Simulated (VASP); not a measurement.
# Ge (R-3) in VASP: notebook

Ge is run at these levels: PBEsol; tasks: single point.

Program: VASP 6.6.1. These are calculated values, not measurements. Logs are shortened: lines on timing, memory, paths and dates and some standing lists are left out, and cuts for length are marked.

### 1 The cell of the first run

The structure is trigonal, space group R-3 (No. 148). Conventional cell: a = 10.340 Å, b = 10.340 Å, c = 5.155 Å, α = 90.00°, β = 90.00°, γ = 120.00°. Ge (site symmetry 3) has 5 Ge at 2.23 to 2.93 Å within 3.0 Å. Within 3.1 Å of Ge (site symmetry 1) lie 4 Ge at 2.37 to 2.60 Å.

### 2 Single point, PBEsol

The input, INCAR:

```
SYSTEM = Ge
PREC = Accurate ; ENCUT = 520
EDIFF = 1E-6 ; ISMEAR = 0
SIGMA = 0.15 ; LREAL = .False.
LASPH = .True. ; NELM = 100
ALGO = Normal ; ISIF = 2
LWAVE = .False. ; LCHARG = .True.
GGA = PS ; LELF = .True.
LVHAR = .True. ; NBANDS = 66
```

The input, KPOINTS:

```
regular mesh
0
Gamma
  9 9 9
  0 0 0
```

The input, POSCAR:

```
Ge
1.0
    5.1701000000      2.9849586267      1.7183666667
   -5.1701000000      2.9849586267      1.7183666667
    0.0000000000     -5.9699172535      1.7183666667
Ge
8
Direct
    0.7160166262      0.7160166262      0.7160166262
    0.2839833738      0.2839833738      0.2839833738
    0.0302911486      0.7262027915      0.5337905696
    0.5337905696      0.0302911486      0.7262027915
    0.7262027915      0.5337905696      0.0302911486
    0.9697088514      0.2737972085      0.4662094304
    0.4662094304      0.9697088514      0.2737972085
    0.2737972085      0.4662094304      0.9697088514
```

Potentials or basis: VASP PAW PBE potentials, release 64 (Ge_d).

The run is started by

```bash
> cat potpaw_PBE.64/Ge_d/POTCAR > POTCAR
> mpirun -np 1 vasp_std > vasp.out
```

OUTCAR:

```text
SYSTEM = Ge
   PREC = Accurate
   ENCUT = 520
   EDIFF = 1E-6
   ISMEAR = 0
   LREAL = .False.
   LASPH = .True.
   NELM = 100
   ISIF = 2
   GGA = PS

 ion  position               nearest neighbor table
   1  0.716  0.716  0.716-   2 2.23   3 2.60   4 2.60   5 2.60
   2  0.284  0.284  0.284-   1 2.23   6 2.60   7 2.60   8 2.60
   3  0.030  0.726  0.534-   4 2.37   5 2.37   6 2.52   1 2.60
   4  0.534  0.030  0.726-   3 2.37   5 2.37   7 2.52   1 2.60
   5  0.726  0.534  0.030-   4 2.37   3 2.37   8 2.52   1 2.60
   6  0.970  0.274  0.466-   7 2.37   8 2.37   3 2.52   2 2.60
   7  0.466  0.970  0.274-   6 2.37   8 2.37   4 2.52   2 2.60
   8  0.274  0.466  0.970-   7 2.37   6 2.37   5 2.52   2 2.60

  LATTYP: Found a trigonal (rhomboedric) cell.
 ALAT       =     6.2123019899
 COS(alpha) =    -0.3852327912

  Lattice vectors:

 A1 = (   5.1701000000,   2.9849586267,   1.7183666667)
 A2 = (  -5.1701000000,   2.9849586267,   1.7183666667)
 A3 = (   0.0000000000,  -5.9699172535,   1.7183666667)

Analysis of symmetry for initial positions (statically):
=====================================================================
 Subroutine PRICEL returns:
 Original cell was already a primitive cell.

 Routine SETGRP: Setting up the symmetry group for a
 trigonal (rhombohedral) supercell.

 Subroutine GETGRP returns: Found  6 space group operations
 (whereof  6 operations were pure point group operations)
 out of a pool of 12 trial point group operations.

The static configuration has the point symmetry S_6 .

Analysis of symmetry for dynamics (positions and initial velocities):
=====================================================================
 Subroutine PRICEL returns:
 Original cell was already a primitive cell.

 Routine SETGRP: Setting up the symmetry group for a
 trigonal (rhombohedral) supercell.

 Subroutine GETGRP returns: Found  6 space group operations
 (whereof  6 operations were pure point group operations)
 out of a pool of 12 trial point group operations.

The dynamic configuration has the point symmetry S_6 .

 Subroutine INISYM returns: Found  6 space group operations
 (whereof  6 operations are pure point group operations),
 and found     1 'primitive' translations

----------------------------------------------------------------------------------------

                                     Primitive cell

  volume of cell :     159.1125

  direct lattice vectors                    reciprocal lattice vectors
     5.170100000  2.984958627  1.718366667     0.096709928  0.055835503  0.193982658
    -5.170100000  2.984958627  1.718366667    -0.096709928  0.055835503  0.193982658
     0.000000000 -5.969917254  1.718366667     0.000000000 -0.111671006  0.193982658

  length of vectors
     6.212301990  6.212301990  6.212301990     0.223829590  0.223829590  0.223829590

  position of ions in fractional coordinates (direct lattice)
     0.716016626  0.716016626  0.716016626
     0.283983374  0.283983374  0.283983374
     0.030291149  0.726202792  0.533790570
     0.533790570  0.030291149  0.726202792
     0.726202792  0.533790570  0.030291149
     0.969708851  0.273797208  0.466209430
     0.466209430  0.969708851  0.273797208
     0.273797208  0.466209430  0.969708851

  ion indices of the primitive-cell ions
   primitive index   ion index
                 1           1
                 2           2
                 3           3
                 4           4
                 5           5
                 6           6
                 7           7
                 8           8

----------------------------------------------------------------------------------------

 KPOINTS: regular mesh

Automatic generation of k-mesh.
 Grid dimensions read from file:
 generate k-points for:    9    9    9

 Generating k-lattice:

  Cartesian coordinates                     Fractional coordinates (reciprocal lattice)
     0.010745548  0.006203945  0.021553629     0.111111111 -0.000000000  0.000000000
    -0.010745548  0.006203945  0.021553629    -0.000000000  0.111111111  0.000000000
     0.000000000 -0.012407890  0.021553629     0.000000000  0.000000000  0.111111111

  Length of vectors
     0.024869954  0.024869954  0.024869954

  Shift w.r.t. Gamma in fractional coordinates (k-lattice)
     0.000000000  0.000000000  0.000000000

 Subroutine IBZKPT returns following result:
 ===========================================

 Found    125 irreducible k-points:

 Following reciprocal coordinates:
            Coordinates               Weight
  0.000000  0.000000  0.000000      1.000000
  0.111111 -0.000000 -0.000000      6.000000
  0.222222 -0.000000  0.000000      6.000000
  0.333333  0.000000  0.000000      6.000000
  0.444444 -0.000000  0.000000      6.000000
  0.111111  0.111111  0.000000      6.000000
[... 16 lines left out ...]
  0.444444  0.222222 -0.000000      6.000000
 -0.444444  0.000000 -0.222222      6.000000
 [... further k-points ...]
   k-points           NKPTS =    125   k-points in BZ     NKDIM =    125   number of bands    NBANDS=     66
   number of dos      NEDOS =    301   number of ions     NIONS =      8
   total plane-waves  NPLWV = 110592
   dimension x,y,z NGX =    48 NGY =   48 NGZ =   48
   dimension x,y,z NGXF=    96 NGYF=   96 NGZF=   96
   ions per type =               8
   NGX,Y,Z   is equivalent  to a cutoff of  12.85, 12.85, 12.85 a.u.
   NGXF,Y,Z  is equivalent  to a cutoff of  25.69, 25.69, 25.69 a.u.
 SYSTEM =  Ge
   PREC   = accura    normal or accurate (medium, high low for compatibility)
   ISTART =      0    job   : 0-new  1-cont  2-samecut
   ICHARG =      2    charge: 1-file 2-atom 10-const
   ISPIN  =      1    spin polarized calculation?
   LNONCOLLINEAR =      F non collinear calculations
   LSORBIT =      F    spin-orbit coupling
   LASPH  =      T    aspherical Exc in radial PAW
   ENCUT  =  520.0 eV  38.22 Ry    6.18 a.u.  11.55 11.55 11.55*2*pi/ulx,y,z
   NELM   =    100;   NELMIN=  2; NELMDL= -5     # of ELM steps
   EDIFF  = 0.1E-05   stopping-criterion for ELM
   LREAL  =      F    real-space projection
[... 7 lines left out ...]
   TEBEG  =    0.0;   TEEND  =   0.0 temperature during run
   PSTRESS=    0.0 pullay stress
   NELECT =     112.0000    total number of electrons
   NUPDOWN=      -1.0000    fix difference up-down
   EMIN   =  10.00;   EMAX   =-10.00  energy-range for DOS
   EFERMI =   0.00;   METHOD = LEGACY
   ISMEAR =     0;   SIGMA  =   0.15  broadening in eV -4-tet -1-fermi 0-gaus
   EFERMI_NEDOS =   21; number of points for ismear=-14 and -15
   IALGO  =     38    algorithm
   IMIX   =      4    mixing-type and parameters
     AMIX     =   0.40;   BMIX     =  1.00
     AMIX_MAG =   1.60;   BMIX_MAG =  1.00
  volume/ion in A,a.u.               =      19.89       134.22
  Fermi-wavevector in a.u.,A,eV,Ry     =   1.456284  2.751978 28.854731  2.120763
  Thomas-Fermi vector in A             =   2.573220
   LORBIT       =      0    0 simple, 1 ext, 2 COOP (PROOUT), +10 PAW based schemes
   GGA     = PS    functional components
   LHFCALC =     F    Hartree Fock is set to
   AEXX    =    0.0000 exact exchange contribution
   IVDW    =     0    specifies the selected vdW correction
   LEPSILON=     F    determine dielectric tensor
   LRPA    =     F    only Hartree local field effects (RPA)
 non-spin polarized calculation
 Gauss-broadening in eV      SIGMA  =   0.15
  energy-cutoff  :      520.00
  volume of cell :      159.11
 maximum number of plane-waves:      4323
 NGX is ok and might be reduce to    48
   NGX = 23   NGY = 23   NGZ = 23

 number of electron     112.0000005 magnetization

 Free energy of the ion-electron system (eV)
  ---------------------------------------------------
  ext. energy  EPLUGINS =         0.00000000
  ---------------------------------------------------
  free energy    TOTEN  =       -37.14684987 eV

  energy without entropy =      -37.11614310  energy(sigma->0) =      -37.13149648

 E-fermi :   5.8111     XC(G=0): -10.9476

 val. band max:        5.8052077640   @ k =  -0.4444   0.4444   0.3333
 cond. band min:       5.8206079572   @ k =   0.4444   0.4444   0.0000
 fundamental gap:      0.0154001932
 Fermi energy:         5.8110866422

 k-point     1 :       0.0000    0.0000    0.0000
  band No.  band energies     occupation
      1     -19.0889      2.00000
      2     -18.8851      2.00000
      3     -18.8851      2.00000
      4     -18.8378      2.00000
      5     -18.8378      2.00000
      6     -18.8077      2.00000
[... 58 lines left out ...]
     65      11.2232      0.00000
     66      12.0953      0.00000

 k-point     2 :       0.1111   -0.0000   -0.0000
  band No.  band energies     occupation
      1     -19.0835      2.00000
      2     -18.8835      2.00000
      3     -18.8829      2.00000
      4     -18.8377      2.00000
      5     -18.8362      2.00000
      6     -18.8099      2.00000
[... 58 lines left out ...]
     65      11.0390      0.00000
     66      11.3843      0.00000

 k-point     3 :       0.2222   -0.0000    0.0000
  band No.  band energies     occupation
      1     -19.0693      2.00000
      2     -18.8793      2.00000
      3     -18.8771      2.00000
      4     -18.8380      2.00000
      5     -18.8324      2.00000
      6     -18.8140      2.00000
[... 1438 lines left out ...]
     65      10.5140      0.00000
     66      11.5938      0.00000

 k-point    24 :      -0.4444    0.0000   -0.2222
  band No.  band energies     occupation
      1     -19.0524      2.00000
      2     -18.8736      2.00000
      3     -18.8699      2.00000
      4     -18.8397      2.00000
      5     -18.8256      2.00000
      6     -18.8155      2.00000
[... 58 lines left out ...]
     65      11.0221      0.00000
     66      11.3340      0.00000

 [... further k-points ...]

------------------------ aborting loop because EDIFF is reached ----------------------------------------

  FORCE on cell =-STRESS in cart. coord.  units (eV):
  Direction    XX          YY          ZZ          XY          YZ          ZX
  --------------------------------------------------------------------------------------
  -------------------------------------------------------------------------------------
  Total       -1.1574882     -1.1574882     18.4497273     -0.0000002     -0.0000000     -0.0000000
  in kB      -11.6552824    -11.6552824    185.7788131     -0.0000017     -0.0000000     -0.0000000
  external PRESSURE =      54.1560827 kB  Pullay stress =       0.0000000 kB

 VOLUME and BASIS-vectors are now :
 -----------------------------------------------------------------------------
  energy-cutoff  :      520.00
  volume of cell :      159.11
      direct lattice vectors                 reciprocal lattice vectors
     5.170100000  2.984958627  1.718366667     0.096709928  0.055835503  0.193982658
    -5.170100000  2.984958627  1.718366667    -0.096709928  0.055835503  0.193982658
     0.000000000 -5.969917254  1.718366667     0.000000000 -0.111671006  0.193982658

 POSITION                                       TOTAL-FORCE (eV/Angst)
 -----------------------------------------------------------------------------------
      0.00000     -0.00000      3.69114         0.000000     -0.000000      3.259372
      0.00000     -0.00000      1.46396         0.000000      0.000000     -3.259372
     -3.59793     -0.92858      2.21718        -0.001315     -1.199460     -0.005816
      2.60314     -2.65161      2.21718         1.039420      0.598591     -0.005816
      0.99479      3.58019      2.21718        -1.038105      0.600869     -0.005816
      3.59793      0.92858      2.93792         0.001315      1.199460      0.005816
     -2.60314      2.65161      2.93792        -1.039420     -0.598591      0.005816
     -0.99479     -3.58019      2.93792         1.038105     -0.600869      0.005816
 -----------------------------------------------------------------------------------
    total drift:                                0.000000      0.000000     -0.000000

  FREE ENERGIE OF THE ION-ELECTRON SYSTEM (eV)
  ---------------------------------------------------
  free  energy   TOTEN  =       -37.1468498658 eV

  energy  without entropy=      -37.1161431000  energy(sigma->0) =      -37.13149648
```

It took 13 min on 1 thread of AMD EPYC 9R45 (Zen 5), shared host; peak memory 0.9 GiB.

Results:

```yaml
Free_energy: -37.1468 eV
Pressure: 5.4 GPa
Largest_force: 3.259 eV/Å
Band_gap_on_the_k_mesh: zero (bands 56 and 57 overlap by 0.67 eV)
```

Forces in eV/Å, atoms in the order of the input:
```
Ge   0.000  0.000  3.259
Ge   0.000  0.000 -3.259
Ge  -0.001 -1.199 -0.006
Ge   1.039  0.599 -0.006
Ge  -1.038  0.601 -0.006
Ge   0.001  1.199  0.006
Ge  -1.039 -0.599  0.006
Ge   1.038 -0.601  0.006
```

Stress tensor (GPa, compression positive):
```
-1.17  0.00  0.00
 0.00 -1.17  0.00
 0.00  0.00 18.58
```

Levels at points of the mesh, in eV from the Fermi level:
| k point | band 54 | band 55 | band 56 | band 57 | band 58 | band 59 |
| --- | --- | --- | --- | --- | --- | --- |
| (0.00, 0.00, 0.00) | -0.83 | -0.83 | -0.66 | 1.78 | 1.96 | 1.96 |

Caveat: the stress differs along the axes, from -1 to 19 GPa; semilocal functionals underestimate gaps, and a narrow one can read as zero; the PAW data sets were made with another functional, which shifts forces and pressure a little.

### 3 Single point, PBEsol

This run uses another cell than the first one, of 18.95 Å³/atom.

The input, INCAR:

```
PREC     = Accurate       # precision mode
ENCUT    = 520            # plane-wave cutoff, eV
EDIFF    = 1E-7           # SCF threshold, eV
ISMEAR   = 0              # smearing method
SIGMA    = 0.15           # smearing width, eV
LREAL    = False          # projectors in reciprocal space
LASPH    = True           # aspherical terms in the spheres
NELM     = 60             # most SCF steps
ALGO     = Fast           # electronic algorithm
ISIF     = 2              # what is computed and relaxed
LWAVE    = False          # write WAVECAR
LCHARG   = False          # write CHGCAR
GGA      = PS             # functional
NBANDS   = 66             # bands
```

The input, KPOINTS:

```
regular mesh
0
Gamma
  9 9 9
```

POSCAR: that of step 2 with these lines changed.

```diff
@@ -2,5 +2,5 @@
 1.0
-    5.1701000000      2.9849586267      1.7183666667
-   -5.1701000000      2.9849586267      1.7183666667
-    0.0000000000     -5.9699172535      1.7183666667
+    5.0470000000      2.9138868086      1.7183666667
+   -5.0470000000      2.9138868086      1.7183666667
+    0.0000000000     -5.8277736172      1.7183666667
 Ge
```

Potentials or basis: VASP PAW PBE potentials, release 64 (Ge_d).

The run is started by

```bash
> cat potpaw_PBE.64/Ge_d/POTCAR > POTCAR
> mpirun -np 1 vasp_std > vasp.out
```

It took 39 min on 1 thread of Oxide Virtual Turin-like, shared host; peak memory 0.86 GiB.

The run converged. Its results:

* Free energy: -37.1251 eV
* Pressure: 9.5 GPa
* Largest force: 2.989 eV/Å
* Band gap on the k mesh: zero (bands 56 and 57 overlap by 0.47 eV)

Forces in eV/Å, atoms in the order of the input:
```
Ge   0.000  0.000  2.989
Ge   0.000  0.000 -2.989
Ge  -0.142 -1.197  0.089
Ge   1.108  0.475  0.089
Ge  -0.965  0.722  0.089
Ge   0.142  1.197 -0.089
Ge  -1.108 -0.475 -0.089
Ge   0.965 -0.722 -0.089
```

Stress tensor (GPa, compression positive):
```
 2.15  0.00  0.00
 0.00  2.15  0.00
 0.00  0.00 24.16
```

Levels at points of the mesh, in eV from the Fermi level:
```csv
k point,band 52,band 53,band 54,band 55,band 56,band 57,band 58,band 59,band 60,band 61
"(0.00, 0.00, 0.00)",-3.75,-3.75,-0.93,-0.93,-0.71,1.90,2.13,2.13,3.26,4.45
```

Caveat: the stress differs along the axes, from 2 to 24 GPa; semilocal functionals underestimate gaps, and a narrow one can read as zero; the PAW data sets were made with another functional, which shifts forces and pressure a little.
